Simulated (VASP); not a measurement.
# CdOs (Pm-3m) in VASP: a series of runs

The runs below take CdOs through single point, relaxation of cell and atoms, with PBE.

Program: VASP 6.6.1. These are calculated values, not measurements. Logs are shortened: lines on timing, memory, paths and dates and some standing lists are left out, and cuts for length are marked.

## Step 1: The cell of the first run

The structure is cubic, space group Pm-3m (No. 221). Conventional cell: a = 3.225 Å, b = 3.225 Å, c = 3.225 Å, α = 90.00°, β = 90.00°, γ = 90.00°. Within 3.7 Å of Cd (site symmetry m-3m) lie 8 Os at 2.79 Å and 6 Cd at 3.23 Å. Within 3.7 Å of Os (site symmetry m-3m) lie 8 Cd at 2.79 Å and 6 Os at 3.23 Å.

## Step 2: Single point, PBE

The input, INCAR:

```
SYSTEM = CdOs
  ALGO = Normal
  EDIFF = 1E-6
  ENCUT = 520
  GGA = PE
  ISIF = 2
  ISMEAR = 0
  LASPH = .True.
  LCHARG = .False.
  LREAL = .False.
  LWAVE = .False.
  NBANDS = 17
  NELM = 60
  PREC = Accurate
  SIGMA = 0.1
```

The input, KPOINTS:

```
k-points
0
Gamma
  6 6 6
  0 0 0
```

The input, POSCAR:

```
CdOs
1.0
    3.2252617520      0.0000000000      0.0000000000
    0.0000000000      3.2252617520      0.0000000000
    0.0000000000      0.0000000000      3.2252617520
Cd Os
1 1
Direct
    0.0000000000      0.0000000000      0.0000000000
    0.5000000000      0.5000000000      0.5000000000
```

Potentials or basis: VASP PAW PBE potentials, release 64 (Cd, Os).

Launch:

```console
> cat potpaw_PBE.64/Cd/POTCAR potpaw_PBE.64/Os/POTCAR > POTCAR
> mpirun -np 1 vasp_std > vasp.out
```

OUTCAR:

```text
SYSTEM = CdOs
   EDIFF = 1E-6
   ENCUT = 520
   GGA = PE
   ISIF = 2
   ISMEAR = 0
   LASPH = .True.
   LREAL = .False.
   NELM = 60
   PREC = Accurate

 ion  position               nearest neighbor table
   1  0.000  0.000  0.000-   2 2.79   2 2.79   2 2.79   2 2.79   2 2.79   2 2.79   2 2.79   2 2.79

   2  0.500  0.500  0.500-   1 2.79   1 2.79   1 2.79   1 2.79   1 2.79   1 2.79   1 2.79   1 2.79

  LATTYP: Found a simple cubic cell.
 ALAT       =     3.2252617520

  Lattice vectors:

 A1 = (   3.2252617520,   0.0000000000,   0.0000000000)
 A2 = (   0.0000000000,   3.2252617520,   0.0000000000)
 A3 = (   0.0000000000,   0.0000000000,   3.2252617520)

Analysis of symmetry for initial positions (statically):
=====================================================================
 Subroutine PRICEL returns:
 Original cell was already a primitive cell.

 Routine SETGRP: Setting up the symmetry group for a
 simple cubic supercell.

 Subroutine GETGRP returns: Found 48 space group operations
 (whereof 48 operations were pure point group operations)
 out of a pool of 48 trial point group operations.

The static configuration has the point symmetry O_h .

Analysis of symmetry for dynamics (positions and initial velocities):
=====================================================================
 Subroutine PRICEL returns:
 Original cell was already a primitive cell.

 Routine SETGRP: Setting up the symmetry group for a
 simple cubic supercell.

 Subroutine GETGRP returns: Found 48 space group operations
 (whereof 48 operations were pure point group operations)
 out of a pool of 48 trial point group operations.

The dynamic configuration has the point symmetry O_h .

 Subroutine INISYM returns: Found 48 space group operations
 (whereof 48 operations are pure point group operations),
 and found     1 'primitive' translations

----------------------------------------------------------------------------------------

                                     Primitive cell

  volume of cell :      33.5502

  direct lattice vectors                    reciprocal lattice vectors
     3.225261752  0.000000000  0.000000000     0.310052354  0.000000000  0.000000000
     0.000000000  3.225261752  0.000000000     0.000000000  0.310052354  0.000000000
     0.000000000  0.000000000  3.225261752     0.000000000  0.000000000  0.310052354

  length of vectors
     3.225261752  3.225261752  3.225261752     0.310052354  0.310052354  0.310052354

  position of ions in fractional coordinates (direct lattice)
     0.000000000  0.000000000  0.000000000
     0.500000000  0.500000000  0.500000000

  ion indices of the primitive-cell ions
   primitive index   ion index
                 1           1
                 2           2

----------------------------------------------------------------------------------------

 KPOINTS: k-points

Automatic generation of k-mesh.
 Grid dimensions read from file:
 generate k-points for:    6    6    6

 Generating k-lattice:

  Cartesian coordinates                     Fractional coordinates (reciprocal lattice)
     0.051675392  0.000000000  0.000000000     0.166666667  0.000000000  0.000000000
     0.000000000  0.051675392  0.000000000     0.000000000  0.166666667  0.000000000
     0.000000000  0.000000000  0.051675392     0.000000000  0.000000000  0.166666667

  Length of vectors
     0.051675392  0.051675392  0.051675392

  Shift w.r.t. Gamma in fractional coordinates (k-lattice)
     0.000000000  0.000000000  0.000000000

 Subroutine IBZKPT returns following result:
 ===========================================

 Found     20 irreducible k-points:

 Following reciprocal coordinates:
            Coordinates               Weight
  0.000000  0.000000  0.000000      1.000000
  0.166667  0.000000  0.000000      6.000000
  0.333333  0.000000  0.000000      6.000000
  0.500000  0.000000  0.000000      3.000000
  0.166667  0.166667  0.000000     12.000000
  0.333333  0.166667  0.000000     24.000000
[... 12 lines left out ...]
  0.500000  0.500000  0.333333      6.000000
  0.500000  0.500000  0.500000      1.000000
   k-points           NKPTS =     20   k-points in BZ     NKDIM =     20   number of bands    NBANDS=     17
   number of dos      NEDOS =    301   number of ions     NIONS =      2
   total plane-waves  NPLWV =  13824
   dimension x,y,z NGX =    24 NGY =   24 NGZ =   24
   dimension x,y,z NGXF=    48 NGYF=   48 NGZF=   48
   ions per type =               1   1
   NGX,Y,Z   is equivalent  to a cutoff of  12.37, 12.37, 12.37 a.u.
   NGXF,Y,Z  is equivalent  to a cutoff of  24.74, 24.74, 24.74 a.u.
 SYSTEM =  CdOs
   PREC   = accura    normal or accurate (medium, high low for compatibility)
   ISTART =      0    job   : 0-new  1-cont  2-samecut
   ICHARG =      2    charge: 1-file 2-atom 10-const
   ISPIN  =      1    spin polarized calculation?
   LNONCOLLINEAR =      F non collinear calculations
   LSORBIT =      F    spin-orbit coupling
   LASPH  =      T    aspherical Exc in radial PAW
   ENCUT  =  520.0 eV  38.22 Ry    6.18 a.u.   6.00  6.00  6.00*2*pi/ulx,y,z
   NELM   =     60;   NELMIN=  2; NELMDL= -5     # of ELM steps
   EDIFF  = 0.1E-05   stopping-criterion for ELM
   LREAL  =      F    real-space projection
[... 7 lines left out ...]
   TEBEG  =    0.0;   TEEND  =   0.0 temperature during run
   PSTRESS=    0.0 pullay stress
   NELECT =      20.0000    total number of electrons
   NUPDOWN=      -1.0000    fix difference up-down
   EMIN   =  10.00;   EMAX   =-10.00  energy-range for DOS
   EFERMI =   0.00;   METHOD = LEGACY
   ISMEAR =     0;   SIGMA  =   0.10  broadening in eV -4-tet -1-fermi 0-gaus
   EFERMI_NEDOS =   21; number of points for ismear=-14 and -15
   IALGO  =     38    algorithm
   IMIX   =      4    mixing-type and parameters
     AMIX     =   0.40;   BMIX     =  1.00
     AMIX_MAG =   1.60;   BMIX_MAG =  1.00
  volume/ion in A,a.u.               =      16.78       113.20
  Fermi-wavevector in a.u.,A,eV,Ry     =   1.377801  2.603667 25.828428  1.898336
  Thomas-Fermi vector in A             =   2.502921
   LORBIT       =      0    0 simple, 1 ext, 2 COOP (PROOUT), +10 PAW based schemes
   GGA     = PE    functional components
   LHFCALC =     F    Hartree Fock is set to
   AEXX    =    0.0000 exact exchange contribution
   IVDW    =     0    specifies the selected vdW correction
   LEPSILON=     F    determine dielectric tensor
   LRPA    =     F    only Hartree local field effects (RPA)
 non-spin polarized calculation
 Gauss-broadening in eV      SIGMA  =   0.10
  energy-cutoff  :      520.00
  volume of cell :       33.55
 maximum number of plane-waves:       922
 NGX is ok and might be reduce to    24
   NGX = 11   NGY = 11   NGZ = 11

 number of electron      19.9999990 magnetization

 Free energy of the ion-electron system (eV)
  ---------------------------------------------------
  ext. energy  EPLUGINS =         0.00000000
  ---------------------------------------------------
  free energy    TOTEN  =        -9.83132619 eV

  energy without entropy =       -9.81096862  energy(sigma->0) =       -9.82114740

 E-fermi :   5.0189     XC(G=0): -12.7212

 val. band max:        5.0008911178   @ k =   0.5000   0.1667   0.1667
 cond. band min:       5.0197879221   @ k =   0.5000   0.3333   0.0000
 fundamental gap:      0.0188968043
 Fermi energy:         5.0189151460

 k-point     1 :       0.0000    0.0000    0.0000
  band No.  band energies     occupation
      1      -4.2002      2.00000
      2      -3.9111      2.00000
      3      -3.9111      2.00000
      4      -2.9912      2.00000
      5      -2.9912      2.00000
      6      -2.9912      2.00000
[... 9 lines left out ...]
     16      20.1769      0.00000
     17      20.1769      0.00000

 k-point     2 :       0.1667    0.0000    0.0000
  band No.  band energies     occupation
      1      -3.8320      2.00000
      2      -3.7931      2.00000
      3      -3.6277      2.00000
      4      -3.0304      2.00000
      5      -3.0304      2.00000
      6      -2.9542      2.00000
[... 9 lines left out ...]
     16      19.0581      0.00000
     17      21.8929      0.00000

 k-point     3 :       0.3333    0.0000    0.0000
  band No.  band energies     occupation
      1      -3.6650      2.00000
      2      -3.4304      2.00000
      3      -3.1062      2.00000
      4      -3.1062      2.00000
      5      -2.8783      2.00000
      6      -2.1907      2.00000
[... 9 lines left out ...]
     16      18.0619      0.00000
     17      21.0251      0.00000

 k-point     4 :       0.5000    0.0000    0.0000
  band No.  band energies     occupation
      1      -3.5764      2.00000
      2      -3.2602      2.00000
      3      -3.1429      2.00000
      4      -3.1429      2.00000
      5      -2.8395      2.00000
      6      -0.6622      2.00000
[... 9 lines left out ...]
     16      18.2636      0.00000
     17      18.9707      0.00000

 k-point     5 :       0.1667    0.1667    0.0000
  band No.  band energies     occupation
      1      -3.7410      2.00000
      2      -3.5887      2.00000
      3      -3.4580      2.00000
      4      -3.0932      2.00000
      5      -2.9456      2.00000
      6      -2.8158      2.00000
[... 9 lines left out ...]
     16      20.9351      0.00000
     17      20.9760      0.00000

 k-point     6 :       0.3333    0.1667    0.0000
  band No.  band energies     occupation
      1      -3.6036      2.00000
      2      -3.4410      2.00000
      3      -3.2540      2.00000
      4      -3.1779      2.00000
      5      -2.9723      2.00000
      6      -1.5331      2.00000
[... 9 lines left out ...]
     16      19.0382      0.00000
     17      20.6874      0.00000
[... 201 lines left out ...]
 k-point    17 :       0.3333    0.3333    0.3333
  band No.  band energies     occupation
      1      -3.6639      2.00000
      2      -3.4477      2.00000
      3      -3.4477      2.00000
      4      -2.8577      2.00000
      5      -2.8577      2.00000
      6       0.3168      2.00000
[... 9 lines left out ...]
     16      16.3411      0.00000
     17      16.3411      0.00000

 k-point    18 :       0.5000    0.3333    0.3333
  band No.  band energies     occupation
      1      -3.7166      2.00000
      2      -3.4932      2.00000
      3      -3.4689      2.00000
      4      -2.8546      2.00000
      5      -2.6286      2.00000
      6       0.9652      2.00000
[... 9 lines left out ...]
     16      14.3646      0.00000
     17      17.0830      0.00000

 k-point    19 :       0.5000    0.5000    0.3333
  band No.  band energies     occupation
      1      -3.6877      2.00000
      2      -3.5249      2.00000
      3      -3.5249      2.00000
      4      -2.7655      2.00000
      5      -2.4482      2.00000
      6       1.1417      2.00000
[... 9 lines left out ...]
     16      14.5958      0.00000
     17      15.6211      0.00000

 k-point    20 :       0.5000    0.5000    0.5000
  band No.  band energies     occupation
      1      -3.5604      2.00000
      2      -3.5604      2.00000
      3      -3.5604      2.00000
      4      -2.4433      2.00000
      5      -2.4433      2.00000
      6       1.3290      2.00000
[... 9 lines left out ...]
     16      14.1394      0.00000
     17      14.1394      0.00000

------------------------ aborting loop because EDIFF is reached ----------------------------------------

  FORCE on cell =-STRESS in cart. coord.  units (eV):
  Direction    XX          YY          ZZ          XY          YZ          ZX
  --------------------------------------------------------------------------------------
  -------------------------------------------------------------------------------------
  Total        0.2560195      0.2560195      0.2560195      0.0000000      0.0000000     -0.0000000
  in kB       12.2261219     12.2261219     12.2261219      0.0000000      0.0000000     -0.0000000
  external PRESSURE =      12.2261219 kB  Pullay stress =       0.0000000 kB

 VOLUME and BASIS-vectors are now :
 -----------------------------------------------------------------------------
  energy-cutoff  :      520.00
  volume of cell :       33.55
      direct lattice vectors                 reciprocal lattice vectors
     3.225261752  0.000000000  0.000000000     0.310052354  0.000000000  0.000000000
     0.000000000  3.225261752  0.000000000     0.000000000  0.310052354  0.000000000
     0.000000000  0.000000000  3.225261752     0.000000000  0.000000000  0.310052354

 POSITION                                       TOTAL-FORCE (eV/Angst)
 -----------------------------------------------------------------------------------
      0.00000      0.00000      0.00000         0.000000      0.000000      0.000000
      1.61263      1.61263      1.61263         0.000000      0.000000      0.000000
 -----------------------------------------------------------------------------------
    total drift:                                0.000000      0.000000     -0.000000

  FREE ENERGIE OF THE ION-ELECTRON SYSTEM (eV)
  ---------------------------------------------------
  free  energy   TOTEN  =        -9.8313261876 eV

  energy  without entropy=       -9.8109686170  energy(sigma->0) =       -9.82114740
```

Run time: 3.6 s. Hardware: 1 thread of Intel Xeon 6975P-C (Granite Rapids), shared host; peak memory 0.14 GiB.

What came out:

* Free energy: -9.8313 eV
* Pressure: 1.2 GPa
* Band gap on the k mesh: zero (band 10 reaches 6.39 eV, above the bottom of band 11 at 4.67 eV)

Caveat: spin-orbit coupling is left out, which moves the levels of the heavy elements.

## Step 3: Single point, PBE

This run uses another cell than the first one, of 19.08 Å³/atom, 1.138 times its volume.

The input, INCAR:

```
SYSTEM = CdOs
PREC = Accurate ; ENCUT = 520
EDIFF = 1E-7 ; ISMEAR = 0
SIGMA = 0.1 ; LREAL = .False.
LASPH = .True. ; NELM = 80
ALGO = Fast ; ISIF = 2
LWAVE = .False. ; LCHARG = .False.
GGA = PE ; NBANDS = 17
```

The input, KPOINTS:

```
regular mesh
0
Gamma
  6 6 6
  0 0 0
```

The input, POSCAR:

```
CdOs
1.0
    3.3669461387      0.0000000000      0.0000000000
    0.0000000000      3.3669461387      0.0000000000
    0.0000000000      0.0000000000      3.3669461387
Cd Os
1 1
Direct
    0.0000000000      0.0000000000      0.0000000000
    0.5000000000      0.5000000000      0.5000000000
```

Potentials or basis: VASP PAW PBE potentials, release 64 (Cd, Os).

Launch:

```console
> cat potpaw_PBE.64/Cd/POTCAR potpaw_PBE.64/Os/POTCAR > POTCAR
> mpirun -np 1 vasp_std > vasp.out
```

OUTCAR:

```text
SYSTEM = CdOs
   PREC = Accurate
   ENCUT = 520
   EDIFF = 1E-7
   ISMEAR = 0
   LREAL = .False.
   LASPH = .True.
   NELM = 80
   ISIF = 2
   GGA = PE

 ion  position               nearest neighbor table
   1  0.000  0.000  0.000-   2 2.92   2 2.92   2 2.92   2 2.92   2 2.92   2 2.92   2 2.92   2 2.92

   2  0.500  0.500  0.500-   1 2.92   1 2.92   1 2.92   1 2.92   1 2.92   1 2.92   1 2.92   1 2.92

  LATTYP: Found a simple cubic cell.
 ALAT       =     3.3669461387

  Lattice vectors:

 A1 = (   3.3669461387,   0.0000000000,   0.0000000000)
[... 582 lines left out ...]

  FORCE on cell =-STRESS in cart. coord.  units (eV):
  Direction    XX          YY          ZZ          XY          YZ          ZX
  --------------------------------------------------------------------------------------
  -------------------------------------------------------------------------------------
  Total       -3.6594032     -3.6594032     -3.6594032      0.0000000      0.0000000     -0.0000000
  in kB     -153.6074722   -153.6074722   -153.6074722      0.0000000      0.0000000     -0.0000000
  external PRESSURE =    -153.6074722 kB  Pullay stress =       0.0000000 kB

 VOLUME and BASIS-vectors are now :
 -----------------------------------------------------------------------------
  energy-cutoff  :      520.00
  volume of cell :       38.17
      direct lattice vectors                 reciprocal lattice vectors
     3.366946139  0.000000000  0.000000000     0.297005048  0.000000000  0.000000000
     0.000000000  3.366946139  0.000000000     0.000000000  0.297005048  0.000000000
     0.000000000  0.000000000  3.366946139     0.000000000  0.000000000  0.297005048

 POSITION                                       TOTAL-FORCE (eV/Angst)
 -----------------------------------------------------------------------------------
      0.00000      0.00000      0.00000         0.000000      0.000000      0.000000
      1.68347      1.68347      1.68347         0.000000      0.000000      0.000000
 -----------------------------------------------------------------------------------
    total drift:                               -0.000000      0.000000      0.000000

  FREE ENERGIE OF THE ION-ELECTRON SYSTEM (eV)
  ---------------------------------------------------
  free  energy   TOTEN  =        -9.5949657196 eV

  energy  without entropy=       -9.5657425154  energy(sigma->0) =       -9.58035412
```

OSZICAR:

```text
N       E                     dE             d eps       ncg     rms          rms(c)
DAV:   1     0.133274778734E+03    0.13327E+03   -0.10388E+04   696   0.114E+03
DAV:   2    -0.536508477130E+01   -0.13864E+03   -0.13054E+03   684   0.316E+02
DAV:   3    -0.100598777867E+02   -0.46948E+01   -0.45680E+01   824   0.585E+01
DAV:   4    -0.100829841529E+02   -0.23106E-01   -0.23067E-01   793   0.404E+00
DAV:   5    -0.100830707485E+02   -0.86596E-04   -0.86592E-04   771   0.240E-01    0.875E+00
RMM:   6    -0.963696003274E+01    0.44611E+00   -0.68563E-01   690   0.672E+00    0.451E+00
RMM:   7    -0.960017600184E+01    0.36784E-01   -0.15498E-01   713   0.292E+00    0.276E+00
RMM:   8    -0.959522249892E+01    0.49535E-02   -0.21511E-02   736   0.150E+00    0.357E-01
RMM:   9    -0.959488858174E+01    0.33392E-03   -0.22299E-03   731   0.534E-01    0.924E-02
RMM:  10    -0.959495869932E+01   -0.70118E-04   -0.32680E-04   762   0.137E-01    0.369E-02
RMM:  11    -0.959496697769E+01   -0.82784E-05   -0.43255E-05   754   0.643E-02    0.822E-03
RMM:  12    -0.959496568008E+01    0.12976E-05   -0.77322E-06   766   0.232E-02    0.414E-03
RMM:  13    -0.959496569510E+01   -0.15023E-07   -0.10006E-06   672   0.974E-03    0.123E-03
RMM:  14    -0.959496571956E+01   -0.24461E-07   -0.23174E-07   570   0.315E-03
   1 F= -.95949657E+01 E0= -.95803541E+01  d E =-.292232E-01
```

stdout:

```text
POSCAR found type information on POSCAR CdOs
 POSCAR found :  2 types and       2 ions
 scaLAPACK will be used
 LDA part: xc-table for (Slater+PW92), standard interpolation
 POSCAR, INCAR and KPOINTS ok, starting setup
 FFT: planning ... GRIDC
 FFT: planning ... GRID_SOFT
 FFT: planning ... GRID
 WAVECAR not read
 entering main loop
```

Wall time 7.1 s (1 thread of Intel Xeon 6975P-C (Granite Rapids), shared host); peak memory 0.15 GiB.

Results:

* Free energy: -9.5950 eV
* Pressure: -15.4 GPa
* Band gap on the k mesh: zero (band 10 reaches 4.88 eV, above the bottom of band 11 at 3.47 eV)

Levels at points of the mesh, in eV from the Fermi level:
| k point | band 8 | band 9 | band 10 | band 11 | band 12 | band 13 |
| --- | --- | --- | --- | --- | --- | --- |
| (0.00, 0.00, 0.00) | -1.85 | 0.39 | 0.39 | 0.39 | 6.08 | 6.08 |
| (0.50, 0.00, 0.00) | -2.08 | -1.09 | -1.09 | 0.20 | 1.37 | 11.69 |
| (0.50, 0.50, 0.00) | -0.31 | -0.31 | -0.10 | -0.10 | 1.07 | 3.39 |
| (0.50, 0.50, 0.50) | -3.00 | 1.14 | 1.14 | 2.99 | 4.82 | 5.34 |

Caveat: spin-orbit coupling is left out, which moves the levels of the heavy elements.

(Part 1 of 2 ends here.)
